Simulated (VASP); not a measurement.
# Ru6C in VASP: further runs

The runs below take Ru6C through single point, with LDA.

Everything below comes from runs of VASP 6.6.1. Logs are shortened: lines on timing, memory, paths and dates and some standing lists are left out, and cuts for length are marked.

## (1) The cell of the first run

The cell holds a slab with vacuum, 7 atoms: a = 2.674 Å, b = 4.227 Å, c = 20.751 Å, α = 90.00°, β = 90.00°, γ = 90.00°.

## (2) Single point, LDA

INCAR reads:

```
PREC = Accurate ; ENCUT = 520
EDIFF = 1E-6 ; ISMEAR = 0
SIGMA = 0.1 ; LREAL = F
LASPH = T ; NELM = 100
ALGO = Normal ; ISIF = 2
LWAVE = F ; LCHARG = F
LDIPOL = T ; IDIPOL = 3
DIPOL = 0.5 0.5 0.349 ; NBANDS = 53
```

KPOINTS reads:

```
Automatic mesh
0
Gamma
  10 6 1
```

POSCAR reads:

```
Ru6C
1.0
    2.6740588497      0.0000000000      0.0000000000
    0.0000000000      4.2267609849      0.0000000000
    0.0000000000      0.0000000000     20.7512332531
Ru C
6 1
Direct
    0.0000000000      0.7500000000      0.1927596279
    0.5000000000      0.2500000000      0.2299590699
    0.5000000000      0.7500000000      0.3043579540
    0.0000000000      0.2500000000      0.3397181852
    0.0000000000      0.7500000000      0.4149217975
    0.5000000000      0.2500000000      0.4458160698
    0.8333333333      0.3500000000      0.5131012044
```

Potentials or basis: VASP PAW LDA potentials, release 64 (Ru_pv, C).

Launch:

```bash
$ cat potpaw_LDA.64/Ru_pv/POTCAR potpaw_LDA.64/C/POTCAR > POTCAR
$ mpirun -np 1 vasp_std > vasp.out
```

OUTCAR:

```text
PREC = Accurate
   ENCUT = 520
   EDIFF = 1E-6
   ISMEAR = 0
   LREAL = F
   LASPH = T
   NELM = 100
   ISIF = 2

 ion  position               nearest neighbor table
   1  0.000  0.750  0.193-   2 2.62   2 2.62   2 2.62   2 2.62   3 2.67   3 2.67
   2  0.500  0.250  0.230-   1 2.62   1 2.62   1 2.62   1 2.62   3 2.62   3 2.62   4 2.64   4 2.64

   3  0.500  0.750  0.304-   4 2.61   4 2.61   4 2.61   4 2.61   2 2.62   2 2.62   5 2.66   5 2.66
                             1 2.67   1 2.67
   4  0.000  0.250  0.340-   6 2.58   6 2.58   3 2.61   3 2.61   3 2.61   3 2.61   5 2.63   5 2.63
                             2 2.64   2 2.64
   5  0.000  0.750  0.415-   6 2.58   6 2.58   6 2.58   6 2.58   4 2.63   4 2.63   3 2.66   3 2.66
                             7 2.68
   6  0.500  0.250  0.446-   7 1.71   7 2.30   4 2.58   4 2.58   5 2.58   5 2.58   5 2.58   5 2.58

   7  0.833  0.350  0.513-   6 1.71   6 2.30   5 2.68

  LATTYP: Found a simple orthorhombic cell.
 ALAT       =     2.6740588497
 B/A-ratio  =     1.5806536888
 C/A-ratio  =     7.7602006610

  Lattice vectors:

 A1 = (   2.6740588497,   0.0000000000,   0.0000000000)
 A2 = (   0.0000000000,   4.2267609849,   0.0000000000)
 A3 = (   0.0000000000,   0.0000000000,  20.7512332531)

Analysis of symmetry for initial positions (statically):
=====================================================================
 Subroutine PRICEL returns:
 Original cell was already a primitive cell.

 Routine SETGRP: Setting up the symmetry group for a
 simple orthorhombic supercell.

 Subroutine GETGRP returns: Found  1 space group operations
 (whereof  1 operations were pure point group operations)
 out of a pool of  8 trial point group operations.

The static configuration has the point symmetry C_1 .

Analysis of symmetry for dynamics (positions and initial velocities):
=====================================================================
 Subroutine PRICEL returns:
 Original cell was already a primitive cell.

 Routine SETGRP: Setting up the symmetry group for a
 simple orthorhombic supercell.

 Subroutine GETGRP returns: Found  1 space group operations
 (whereof  1 operations were pure point group operations)
 out of a pool of  8 trial point group operations.

The dynamic configuration has the point symmetry C_1 .

 Subroutine INISYM returns: Found  1 space group operations
 (whereof  1 operations are pure point group operations),
 and found     1 'primitive' translations

----------------------------------------------------------------------------------------

                                     Primitive cell

  volume of cell :     234.5430

  direct lattice vectors                    reciprocal lattice vectors
     2.674058850  0.000000000  0.000000000     0.373963348  0.000000000  0.000000000
     0.000000000  4.226760985  0.000000000     0.000000000  0.236587780  0.000000000
     0.000000000  0.000000000 20.751233253     0.000000000  0.000000000  0.048189907

  length of vectors
     2.674058850  4.226760985 20.751233253     0.373963348  0.236587780  0.048189907

  position of ions in fractional coordinates (direct lattice)
     0.000000000  0.750000000  0.192759628
     0.500000000  0.250000000  0.229959070
     0.500000000  0.750000000  0.304357954
     0.000000000  0.250000000  0.339718185
     0.000000000  0.750000000  0.414921797
     0.500000000  0.250000000  0.445816070
     0.833333333  0.350000000  0.513101204

  ion indices of the primitive-cell ions
   primitive index   ion index
                 1           1
                 2           2
                 3           3
                 4           4
                 5           5
                 6           6
                 7           7

----------------------------------------------------------------------------------------

 KPOINTS: Automatic mesh

Automatic generation of k-mesh.
 Grid dimensions read from file:
 generate k-points for:   10    6    1

 Generating k-lattice:

  Cartesian coordinates                     Fractional coordinates (reciprocal lattice)
     0.037396335  0.000000000  0.000000000     0.100000000  0.000000000  0.000000000
     0.000000000  0.039431297  0.000000000     0.000000000  0.166666667  0.000000000
     0.000000000  0.000000000  0.048189907     0.000000000  0.000000000  1.000000000

  Length of vectors
     0.037396335  0.039431297  0.048189907

  Shift w.r.t. Gamma in fractional coordinates (k-lattice)
     0.000000000  0.000000000  0.000000000

 Subroutine IBZKPT returns following result:
 ===========================================

 Found     32 irreducible k-points:

 Following reciprocal coordinates:
            Coordinates               Weight
  0.000000  0.000000  0.000000      1.000000
  0.100000  0.000000  0.000000      2.000000
  0.200000  0.000000  0.000000      2.000000
  0.300000  0.000000  0.000000      2.000000
  0.400000  0.000000  0.000000      2.000000
  0.500000  0.000000  0.000000      1.000000
[... 16 lines left out ...]
  0.300000 -0.333333  0.000000      2.000000
  0.400000  0.333333  0.000000      2.000000
 [... further k-points ...]
   k-points           NKPTS =     32   k-points in BZ     NKDIM =     32   number of bands    NBANDS=     53
   number of dos      NEDOS =    301   number of ions     NIONS =      7
   total plane-waves  NPLWV = 102400
   dimension x,y,z NGX =    20 NGY =   32 NGZ =  160
   dimension x,y,z NGXF=    40 NGYF=   64 NGZF=  320
   ions per type =               6   1
   NGX,Y,Z   is equivalent  to a cutoff of  12.43, 12.59, 12.82 a.u.
   NGXF,Y,Z  is equivalent  to a cutoff of  24.87, 25.17, 25.64 a.u.
 SYSTEM =  unknown system
   PREC   = accura    normal or accurate (medium, high low for compatibility)
   ISTART =      0    job   : 0-new  1-cont  2-samecut
   ICHARG =      2    charge: 1-file 2-atom 10-const
   ISPIN  =      1    spin polarized calculation?
   LNONCOLLINEAR =      F non collinear calculations
   LSORBIT =      F    spin-orbit coupling
   LASPH  =      T    aspherical Exc in radial PAW
   ENCUT  =  520.0 eV  38.22 Ry    6.18 a.u.   4.97  7.86 38.58*2*pi/ulx,y,z
   NELM   =    100;   NELMIN=  2; NELMDL= -5     # of ELM steps
   EDIFF  = 0.1E-05   stopping-criterion for ELM
   LREAL  =      F    real-space projection
   EDIFFG = 0.1E-04   stopping-criterion for IOM
   NSW    =      0    number of steps for IOM
   IBRION =     -1    ionic relax: 0-MD 1-quasi-New 2-CG
   NFREE  =      0    steps in history (QN), initial steepest desc. (CG)
   ISIF   =      2    stress and relaxation
   ISYM   =      2    0-nonsym 1-usesym 2-fastsym
   POTIM  = 0.5000    time-step for ionic-motion
   TEBEG  =    0.0;   TEEND  =   0.0 temperature during run
   PSTRESS=    0.0 pullay stress
   NELECT =      88.0000    total number of electrons
   NUPDOWN=      -1.0000    fix difference up-down
   EMIN   =  10.00;   EMAX   =-10.00  energy-range for DOS
   EFERMI =   0.00;   METHOD = LEGACY
   ISMEAR =     0;   SIGMA  =   0.10  broadening in eV -4-tet -1-fermi 0-gaus
   EFERMI_NEDOS =   21; number of points for ismear=-14 and -15
   IALGO  =     38    algorithm
   IMIX   =      4    mixing-type and parameters
     AMIX     =   0.40;   BMIX     =  1.00
     AMIX_MAG =   1.60;   BMIX_MAG =  1.00
  volume/ion in A,a.u.               =      33.51       226.11
  Fermi-wavevector in a.u.,A,eV,Ry     =   1.180760  2.231312 18.969155  1.394194
  Thomas-Fermi vector in A             =   2.317046
   LORBIT       =      0    0 simple, 1 ext, 2 COOP (PROOUT), +10 PAW based schemes
   GGA     = CA    functional components
   LHFCALC =     F    Hartree Fock is set to
   AEXX    =    0.0000 exact exchange contribution
   IVDW    =     0    specifies the selected vdW correction
   LEPSILON=     F    determine dielectric tensor
   LRPA    =     F    only Hartree local field effects (RPA)
 non-spin polarized calculation
 Gauss-broadening in eV      SIGMA  =   0.10
  energy-cutoff  :      520.00
  volume of cell :      234.54
 maximum number of plane-waves:      6366
 NGX is ok and might be reduce to    20
   NGX =  9   NGY = 15   NGZ = 77

 dipolmoment           0.000000      0.000000     -0.395934 electrons x Angstroem

 number of electron      88.0000001 magnetization

 dipolmoment           0.000000      0.000000      0.081677 electrons x Angstroem

 Free energy of the ion-electron system (eV)
  ---------------------------------------------------
  ext. energy  EPLUGINS =         0.00000000
  ---------------------------------------------------
  free energy    TOTEN  =       -66.74698440 eV

  energy without entropy =      -66.71486948  energy(sigma->0) =      -66.73092694

 E-fermi :   1.0711     XC(G=0):  -6.2865

 val. band max:        1.0604770545   @ k =   0.4000  -0.3333   0.0000
 cond. band min:       1.0820613301   @ k =   0.3000  -0.1667   0.0000
 fundamental gap:      0.0215842756
 Fermi energy:         1.0711244325

 k-point     1 :       0.0000    0.0000    0.0000
  band No.  band energies     occupation
      1     -42.6561      2.00000
      2     -42.5164      2.00000
      3     -42.2960      2.00000
      4     -42.1635      2.00000
      5     -42.0369      2.00000
      6     -42.0142      2.00000
[... 45 lines left out ...]
     52       2.9172      0.00000
     53       3.0612      0.00000

 k-point     2 :       0.1000    0.0000    0.0000
  band No.  band energies     occupation
      1     -42.6471      2.00000
      2     -42.4929      2.00000
      3     -42.2724      2.00000
      4     -42.1599      2.00000
      5     -42.0537      2.00000
      6     -42.0098      2.00000
[... 45 lines left out ...]
     52       2.9574      0.00000
     53       3.3956      0.00000

 k-point     3 :       0.2000    0.0000    0.0000
  band No.  band energies     occupation
      1     -42.6454      2.00000
      2     -42.4211      2.00000
      3     -42.2183      2.00000
      4     -42.1919      2.00000
      5     -42.0796      2.00000
      6     -41.9615      2.00000
[... 45 lines left out ...]
     52       2.8684      0.00000
     53       3.8974      0.00000
[... 1065 lines left out ...]
 k-point    23 :       0.3000   -0.3333    0.0000
  band No.  band energies     occupation
      1     -42.7602      2.00000
      2     -42.3749      2.00000
      3     -42.2963      2.00000
      4     -42.2248      2.00000
      5     -42.1508      2.00000
      6     -42.0778      2.00000
[... 45 lines left out ...]
     52       3.5358      0.00000
     53       3.8265      0.00000

 k-point    24 :       0.4000    0.3333    0.0000
  band No.  band energies     occupation
      1     -42.8445      2.00000
      2     -42.4714      2.00000
      3     -42.3867      2.00000
      4     -42.2803      2.00000
      5     -42.1855      2.00000
      6     -42.1270      2.00000
[... 45 lines left out ...]
     52       3.4989      0.00000
     53       3.8803      0.00000

 [... further k-points ...]

------------------------ aborting loop because EDIFF is reached ----------------------------------------

 vacuum level on the upper side and lower side of the slab       (xc-potential included)         0.516        -0.713

  FORCE on cell =-STRESS in cart. coord.  units (eV):
  Direction    XX          YY          ZZ          XY          YZ          ZX
  --------------------------------------------------------------------------------------
  -------------------------------------------------------------------------------------
  Total       -0.2240246     -0.3374791      2.3069802      0.7901516      1.0401151      2.8003240
  in kB       -1.5303250     -2.3053398     15.7591169      5.3975717      7.1050873     19.1291776
  external PRESSURE =       3.9744841 kB  Pullay stress =       0.0000000 kB

 VOLUME and BASIS-vectors are now :
 -----------------------------------------------------------------------------
  energy-cutoff  :      520.00
  volume of cell :      234.54
      direct lattice vectors                 reciprocal lattice vectors
     2.674058850  0.000000000  0.000000000     0.373963348  0.000000000  0.000000000
     0.000000000  4.226760985  0.000000000     0.000000000  0.236587780  0.000000000
     0.000000000  0.000000000 20.751233253     0.000000000  0.000000000  0.048189907

 POSITION                                       TOTAL-FORCE (eV/Angst)
 -----------------------------------------------------------------------------------
      0.00000      3.17007      4.00000         0.055471      0.064822      0.913294
      1.33703      1.05669      4.77193         0.048039     -0.030456     -0.454891
      1.33703      3.17007      6.31580        -0.124251     -0.142426     -0.081992
      0.00000      1.05669      7.04957        -0.511348     -0.037536     -1.876685
      0.00000      3.17007      8.61014        -0.026694      0.079254     -0.582277
      1.33703      1.05669      9.25123        -0.730077     -0.502802      1.798108
      2.22838      1.47937     10.64748         1.288860      0.569145      0.284444
 -----------------------------------------------------------------------------------
    total drift:                               -0.000029     -0.000021     -0.002105

  FREE ENERGIE OF THE ION-ELECTRON SYSTEM (eV)
  ---------------------------------------------------
  free  energy   TOTEN  =       -66.7469843955 eV

  energy  without entropy=      -66.7148694767  energy(sigma->0) =      -66.73092694

 vacuum level on the upper side and lower side of the slab         7.506         6.200
```

Run time: 9.1 min. Hardware: 1 thread of AMD EPYC 9R45 (Zen 5), shared host; peak memory 0.41 GiB.

What came out:

```
Free energy            : -66.7470 eV
Largest force          : 2.005 eV/Å
Band gap on the k mesh : zero (bands 44 and 45 overlap by 1.36 eV)
```

Forces in eV/Å, atoms in the order of the input:
```
Ru   0.055  0.065  0.913
Ru   0.048 -0.030 -0.455
Ru  -0.124 -0.142 -0.082
Ru  -0.511 -0.038 -1.877
Ru  -0.027  0.079 -0.582
Ru  -0.730 -0.503  1.798
C    1.289  0.569  0.284
```

Levels at points of the mesh, in eV from the Fermi level:
```
           k point  band 42  band 43  band 44  band 45  band 46  band 47
(0.00, 0.00, 0.00)    -1.28    -1.09    -0.85    -0.64    -0.17     0.40
(0.50, 0.00, 0.00)     0.08     0.16     0.34     0.93     1.40     1.48
(0.00, 0.50, 0.00)    -0.82    -0.70    -0.27     0.35     0.42     0.47
(0.50, 0.50, 0.00)    -0.13     0.25     0.72     1.03     1.16     1.41
```

(Continued in part 2 of 2.)

The gap in the log of VASP goes by the Fermi energy; the results here count the filled bands.